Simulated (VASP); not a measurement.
# HfSiO4 (I-42m) in VASP: single point with PBE

Aim: the single point of HfSiO4 with PBE.

All numbers are computed with VASP 6.6.1; they aren't measurements. Logs are shortened: lines on timing, memory, paths and dates and some standing lists are left out, and cuts for length are marked.

### Step 1. The cell of the first run

Symmetry: I-42m, No. 121, tetragonal system. The conventional cell has a = 4.620 Å, b = 4.620 Å, c = 6.094 Å, α = 90.00°, β = 90.00°, γ = 90.00°. Within 2.8 Å of Hf (site symmetry -42m) lie 8 O at 2.08 to 2.57 Å. Within 2.2 Å of Si (site symmetry -42m) lie 4 O at 1.64 Å. Within 2.2 Å of O (site symmetry m) lie 1 Si at 1.64 Å and 1 Hf at 2.08 Å.

### Step 2. Single point, PBE

File INCAR:

```
PREC = Accurate
ENCUT = 600
EDIFF = 1E-6
ISMEAR = 0
SIGMA = 0.02
LREAL = F
LASPH = T
NELM = 120
ALGO = Normal
ISIF = 2
LWAVE = F
LCHARG = F
GGA = PE
NBANDS = 28
GGA_COMPAT = F
```

File KPOINTS:

```
regular mesh
0
Gamma
  8 8 8
```

File POSCAR:

```
HfSiO4
1.0
   -2.3100278427      2.3100278427      3.0471432318
    2.3100278427     -2.3100278427      3.0471432318
    2.3100278427      2.3100278427     -3.0471432318
Hf Si O
1 1 4
Direct
    0.0000000000      0.0000000000      0.0000000000
    0.5000000000      0.5000000000      0.0000000000
    0.8559549613      0.4338747878      0.0000000000
    0.1440450387      0.1440450387      0.5779198265
    0.5661252122      0.5661252122      0.4220801735
    0.4338747878      0.8559549613      0.0000000000
```

Potentials or basis: VASP PAW PBE potentials, release 64 (Hf_pv, Si, O).

The run is started by

```sh
> cat potpaw_PBE.64/Hf_pv/POTCAR potpaw_PBE.64/Si/POTCAR potpaw_PBE.64/O/POTCAR > POTCAR
> mpirun -np 1 vasp_std > vasp.out
```

OUTCAR:

```text
PREC = Accurate
   ENCUT = 600
   EDIFF = 1E-6
   ISMEAR = 0
   LREAL = F
   LASPH = T
   NELM = 120
   ISIF = 2
   GGA = PE

 ion  position               nearest neighbor table
   1  0.000  0.000  0.000-   4 2.08   3 2.08   6 2.08   5 2.08   5 2.57   4 2.57   3 2.57   6 2.57
                             2 3.05   2 3.05   2 3.27   2 3.27   2 3.27   2 3.27
   2  0.500  0.500  0.000-   4 1.64   3 1.64   6 1.64   5 1.64   1 3.05   1 3.05   1 3.27   1 3.27
                             1 3.27   1 3.27
   3  0.856  0.434  0.000-   2 1.64   1 2.08   1 2.57
   4  0.144  0.144  0.578-   2 1.64   1 2.08   1 2.57
   5  0.566  0.566  0.422-   2 1.64   1 2.08   1 2.57
   6  0.434  0.856  0.000-   2 1.64   1 2.08   1 2.57

  LATTYP: Found a body centered tetragonal cell.
 ALAT       =     4.6200556854
 C/A-ratio  =     1.3190937250

  Lattice vectors:

 A1 = (  -2.3100278427,   2.3100278427,   3.0471432318)
 A2 = (   2.3100278427,  -2.3100278427,   3.0471432318)
 A3 = (   2.3100278427,   2.3100278427,  -3.0471432318)

Analysis of symmetry for initial positions (statically):
=====================================================================
 Subroutine PRICEL returns:
 Original cell was already a primitive cell.

 Routine SETGRP: Setting up the symmetry group for a
 body centered tetragonal supercell.

 Subroutine GETGRP returns: Found  8 space group operations
 (whereof  8 operations were pure point group operations)
 out of a pool of 16 trial point group operations.

The static configuration has the point symmetry D_2d.

Analysis of symmetry for dynamics (positions and initial velocities):
=====================================================================
 Subroutine PRICEL returns:
 Original cell was already a primitive cell.

 Routine SETGRP: Setting up the symmetry group for a
 body centered tetragonal supercell.

 Subroutine GETGRP returns: Found  8 space group operations
 (whereof  8 operations were pure point group operations)
 out of a pool of 16 trial point group operations.

The dynamic configuration has the point symmetry D_2d.

 Subroutine INISYM returns: Found  8 space group operations
 (whereof  8 operations are pure point group operations),
 and found     1 'primitive' translations

----------------------------------------------------------------------------------------

                                     Primitive cell

  volume of cell :      65.0410

  direct lattice vectors                    reciprocal lattice vectors
    -2.310027843  2.310027843  3.047143232     0.000000000  0.216447608  0.164088119
     2.310027843 -2.310027843  3.047143232     0.216447608  0.000000000  0.164088119
     2.310027843  2.310027843 -3.047143232     0.216447608  0.216447608  0.000000000

  length of vectors
     4.467386165  4.467386165  4.467386165     0.271614575  0.271614575  0.306103142

  position of ions in fractional coordinates (direct lattice)
     0.000000000  0.000000000  0.000000000
     0.500000000  0.500000000  0.000000000
     0.855954961  0.433874788  0.000000000
     0.144045039  0.144045039  0.577919827
     0.566125212  0.566125212  0.422080173
     0.433874788  0.855954961  0.000000000

  ion indices of the primitive-cell ions
   primitive index   ion index
                 1           1
                 2           2
                 3           3
                 4           4
                 5           5
                 6           6

----------------------------------------------------------------------------------------

 KPOINTS: regular mesh

Automatic generation of k-mesh.
 Grid dimensions read from file:
 generate k-points for:    8    8    8

 Generating k-lattice:

  Cartesian coordinates                     Fractional coordinates (reciprocal lattice)
     0.000000000  0.027055951  0.020511015     0.125000000 -0.000000000  0.000000000
     0.027055951  0.000000000  0.020511015    -0.000000000  0.125000000  0.000000000
     0.027055951  0.027055951  0.000000000     0.000000000  0.000000000  0.125000000

  Length of vectors
     0.033951822  0.033951822  0.038262893

  Shift w.r.t. Gamma in fractional coordinates (k-lattice)
     0.000000000  0.000000000  0.000000000

 Subroutine IBZKPT returns following result:
 ===========================================

 Found     59 irreducible k-points:

 Following reciprocal coordinates:
            Coordinates               Weight
  0.000000  0.000000  0.000000      1.000000
  0.125000 -0.000000  0.000000      8.000000
  0.250000 -0.000000  0.000000      8.000000
  0.375000 -0.000000  0.000000      8.000000
  0.500000 -0.000000  0.000000      4.000000
  0.125000  0.125000  0.000000      8.000000
[... 16 lines left out ...]
  0.250000  0.125000  0.125000     16.000000
  0.375000  0.125000  0.125000      8.000000
 [... further k-points ...]
   k-points           NKPTS =     59   k-points in BZ     NKDIM =     59   number of bands    NBANDS=     28
   number of dos      NEDOS =    301   number of ions     NIONS =      6
   total plane-waves  NPLWV =  46656
   dimension x,y,z NGX =    36 NGY =   36 NGZ =   36
   dimension x,y,z NGXF=    72 NGYF=   72 NGZF=   72
   ions per type =               1   1   4
   NGX,Y,Z   is equivalent  to a cutoff of  13.40, 13.40, 13.40 a.u.
   NGXF,Y,Z  is equivalent  to a cutoff of  26.79, 26.79, 26.79 a.u.
 SYSTEM =  unknown system
   PREC   = accura    normal or accurate (medium, high low for compatibility)
   ISTART =      0    job   : 0-new  1-cont  2-samecut
   ICHARG =      2    charge: 1-file 2-atom 10-const
   ISPIN  =      1    spin polarized calculation?
   LNONCOLLINEAR =      F non collinear calculations
   LSORBIT =      F    spin-orbit coupling
   LASPH  =      T    aspherical Exc in radial PAW
   ENCUT  =  600.0 eV  44.10 Ry    6.64 a.u.   8.92  8.92  8.92*2*pi/ulx,y,z
   NELM   =    120;   NELMIN=  2; NELMDL= -5     # of ELM steps
   EDIFF  = 0.1E-05   stopping-criterion for ELM
   LREAL  =      F    real-space projection
[... 7 lines left out ...]
   TEBEG  =    0.0;   TEEND  =   0.0 temperature during run
   PSTRESS=    0.0 pullay stress
   NELECT =      38.0000    total number of electrons
   NUPDOWN=      -1.0000    fix difference up-down
   EMIN   =  10.00;   EMAX   =-10.00  energy-range for DOS
   EFERMI =   0.00;   METHOD = LEGACY
   ISMEAR =     0;   SIGMA  =   0.02  broadening in eV -4-tet -1-fermi 0-gaus
   EFERMI_NEDOS =   21; number of points for ismear=-14 and -15
   IALGO  =     38    algorithm
   IMIX   =      4    mixing-type and parameters
     AMIX     =   0.40;   BMIX     =  1.00
     AMIX_MAG =   1.60;   BMIX_MAG =  1.00
  volume/ion in A,a.u.               =      10.84        73.15
  Fermi-wavevector in a.u.,A,eV,Ry     =   1.368591  2.586262 25.484265  1.873041
  Thomas-Fermi vector in A             =   2.494541
   LORBIT       =      0    0 simple, 1 ext, 2 COOP (PROOUT), +10 PAW based schemes
   GGA     = PE    functional components
   LHFCALC =     F    Hartree Fock is set to
   AEXX    =    0.0000 exact exchange contribution
   IVDW    =     0    specifies the selected vdW correction
   LEPSILON=     F    determine dielectric tensor
   LRPA    =     F    only Hartree local field effects (RPA)
 non-spin polarized calculation
 Gauss-broadening in eV      SIGMA  =   0.02
  energy-cutoff  :      600.00
  volume of cell :       65.04
 maximum number of plane-waves:      2196
   NGX = 17   NGY = 17   NGZ = 17

 number of electron      37.9999995 magnetization

 Free energy of the ion-electron system (eV)
  ---------------------------------------------------
  ext. energy  EPLUGINS =         0.00000000
  ---------------------------------------------------
  free energy    TOTEN  =       -52.58607511 eV

  energy without entropy =      -52.58607511  energy(sigma->0) =      -52.58607511

 E-fermi :   4.2312     XC(G=0): -11.1415

 val. band max:        4.0610472934   @ k =   0.5000   0.5000   0.5000
 cond. band min:       7.5300570750   @ k =   0.5000   0.5000   0.5000
 fundamental gap:      3.4690097816
 Fermi energy:         4.2311692447

 k-point     1 :       0.0000    0.0000    0.0000
  band No.  band energies     occupation
      1     -26.6401      2.00000
      2     -26.5135      2.00000
      3     -26.5135      2.00000
      4     -15.6932      2.00000
      5     -13.4143      2.00000
      6     -13.4143      2.00000
[... 20 lines left out ...]
     27      15.7025      0.00000
     28      16.2294      0.00000

 k-point     2 :       0.1250   -0.0000    0.0000
  band No.  band energies     occupation
      1     -26.6441      2.00000
      2     -26.5172      2.00000
      3     -26.5153      2.00000
      4     -15.6020      2.00000
      5     -13.4492      2.00000
      6     -13.4437      2.00000
[... 20 lines left out ...]
     27      15.6435      0.00000
     28      16.0432      0.00000

 k-point     3 :       0.2500   -0.0000    0.0000
  band No.  band energies     occupation
      1     -26.6546      2.00000
      2     -26.5251      2.00000
      3     -26.5198      2.00000
      4     -15.3499      2.00000
      5     -13.5850      2.00000
      6     -13.5187      2.00000
[... 20 lines left out ...]
     27      15.2083      0.00000
     28      15.6983      0.00000

 k-point     4 :       0.3750   -0.0000    0.0000
  band No.  band energies     occupation
      1     -26.6661      2.00000
      2     -26.5317      2.00000
      3     -26.5244      2.00000
      4     -15.0102      2.00000
      5     -13.8413      2.00000
      6     -13.5843      2.00000
[... 578 lines left out ...]
     27      15.0476      0.00000
     28      15.3315      0.00000

 k-point    23 :       0.2500    0.1250    0.1250
  band No.  band energies     occupation
      1     -26.6654      2.00000
      2     -26.5351      2.00000
      3     -26.5269      2.00000
      4     -14.9675      2.00000
      5     -13.8364      2.00000
      6     -13.5236      2.00000
[... 20 lines left out ...]
     27      14.4636      0.00000
     28      15.0030      0.00000

 k-point    24 :       0.3750    0.1250    0.1250
  band No.  band energies     occupation
      1     -26.6684      2.00000
      2     -26.5348      2.00000
      3     -26.5310      2.00000
      4     -14.8460      2.00000
      5     -13.8927      2.00000
      6     -13.5705      2.00000
[... 20 lines left out ...]
     27      14.6759      0.00000
     28      14.8475      0.00000

 [... further k-points ...]

------------------------ aborting loop because EDIFF is reached ----------------------------------------

  FORCE on cell =-STRESS in cart. coord.  units (eV):
  Direction    XX          YY          ZZ          XY          YZ          ZX
  --------------------------------------------------------------------------------------
  -------------------------------------------------------------------------------------
  Total       -0.6089049     -0.6089049     -0.6314730      0.0000000     -0.0000000      0.0000000
  in kB      -14.9993615    -14.9993615    -15.5552895      0.0000000     -0.0000000      0.0000000
  external PRESSURE =     -15.1846708 kB  Pullay stress =       0.0000000 kB

 VOLUME and BASIS-vectors are now :
 -----------------------------------------------------------------------------
  energy-cutoff  :      600.00
  volume of cell :       65.04
      direct lattice vectors                 reciprocal lattice vectors
    -2.310027843  2.310027843  3.047143232     0.000000000  0.216447608  0.164088119
     2.310027843 -2.310027843  3.047143232     0.216447608  0.000000000  0.164088119
     2.310027843  2.310027843 -3.047143232     0.216447608  0.216447608  0.000000000

 POSITION                                       TOTAL-FORCE (eV/Angst)
 -----------------------------------------------------------------------------------
      0.00000      0.00000      0.00000         0.000000      0.000000     -0.000000
      0.00000      0.00000      3.04714         0.000000      0.000000     -0.000000
     -0.97502      0.97502      3.93030        -0.115943      0.115943     -0.005849
      1.33501      1.33501     -0.88315        -0.115943     -0.115943      0.005849
      0.97502      0.97502      2.16399         0.115943      0.115943      0.005849
      0.97502     -0.97502      3.93030         0.115943     -0.115943     -0.005849
 -----------------------------------------------------------------------------------
    total drift:                               -0.000001     -0.000001     -0.000000

  FREE ENERGIE OF THE ION-ELECTRON SYSTEM (eV)
  ---------------------------------------------------
  free  energy   TOTEN  =       -52.5860751054 eV

  energy  without entropy=      -52.5860751054  energy(sigma->0) =      -52.58607511
```

Run time: 3.1 min. Hardware: 1 thread of Intel Xeon 8259CL, shared host; peak memory 0.28 GiB.

Results:

```yaml
Free_energy: -52.5861 eV
Pressure: -1.5 GPa
Largest_force: 0.164 eV/Å
Band_gap_on_the_k_mesh: 3.47 eV
```

Forces in eV/Å, atoms in the order of the input:
```
Hf   0.000  0.000  0.000
Si   0.000  0.000  0.000
O   -0.116  0.116 -0.006
O   -0.116 -0.116  0.006
O    0.116  0.116  0.006
O    0.116 -0.116 -0.006
```

Caveat: spin-orbit coupling is left out, which moves the levels of the heavy elements. A k mesh can miss the band edges.
